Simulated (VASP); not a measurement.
Set up this calculation in VASP 6.6.1, as the native input.

```
Task                   : relaxation of cell and atoms
Functional             : PBEsol
Potentials or basis    : VASP PAW PBE potentials, release 64 (Tl_d, Br)
Cutoff                 : 500 eV
k mesh                 : 6 × 6 × 6
Occupations            : gaussian, width 0.01 eV
Spin                   : no spin polarisation
Target pressure        : 15 GPa
Dipole correction      : no
Further INCAR settings : ALGO = Normal; EDIFF = 1e-07; IBRION = 2; EDIFFG = -0.002; NSW = 100; ISIF = 3
```

The structure of TlBr lies in POSCAR:

```
TlBr
1.0
    3.9145171579      0.0000000000      0.0000000000
    0.0000000000      3.9145171579      0.0000000000
    0.0000000000      0.0000000000      3.9145171579
Tl Br
1 1
Direct
    0.0000000000      0.0000000000      0.0000000000
    0.5000000000      0.5000000000      0.5000000000
```

One way to write it, as run:

INCAR

```
SYSTEM = TlBr
PREC = Accurate
ENCUT = 500
EDIFF = 1E-7
ISMEAR = 0
SIGMA = 0.01
LREAL = .FALSE.
LASPH = .TRUE.
NELM = 120
ALGO = Normal
ISIF = 3
LWAVE = .FALSE.
LCHARG = .FALSE.
GGA = PS
IBRION = 2
NSW = 100
EDIFFG = -0.002
PSTRESS = 150.0
GGA_COMPAT = .FALSE.
NELMIN = 4
```

KPOINTS

```
regular mesh
0
G
  6 6 6
  0 0 0
```

Potentials or basis: VASP PAW PBE potentials, release 64 (Tl_d, Br).

The run is started by

```bash
$ cat potpaw_PBE.64/Tl_d/POTCAR potpaw_PBE.64/Br/POTCAR > POTCAR
$ mpirun -np 1 vasp_std > vasp.out
```

It gave:

| Item | Value |
| --- | --- |
| Relaxed volume | 22.84 Å³/atom |
| Relaxed cell | a = 3.575 Å, b = 3.575 Å, c = 3.575 Å, α = 90.00°, β = 90.00°, γ = 90.00° |
| Space group after relaxing (to 0.05 Å) | Pm-3m (No. 221) |
| Energy change on relaxing (the enthalpy is what falls) | +253.0 meV/atom |
| Ionic steps | 6 |
| Pressure after relaxing | 15.0 GPa |
| Band gap on the k mesh | 0.14 eV, indirect (least direct gap 0.64 eV) |

Caveat: the cell is relaxed towards a set pressure, so the enthalpy falls and the energy may rise; the volume moved by over 15 % at a fixed basis, so the end points are rough; the PAW data sets were made with another functional, which shifts forces and pressure a little; spin-orbit coupling is left out, which moves the levels of the heavy elements.

Wall time 32 s on 1 thread of Intel(R) Xeon(R) 6975P-C (Granite Rapids), on a shared host, peak memory 0.18 GiB.
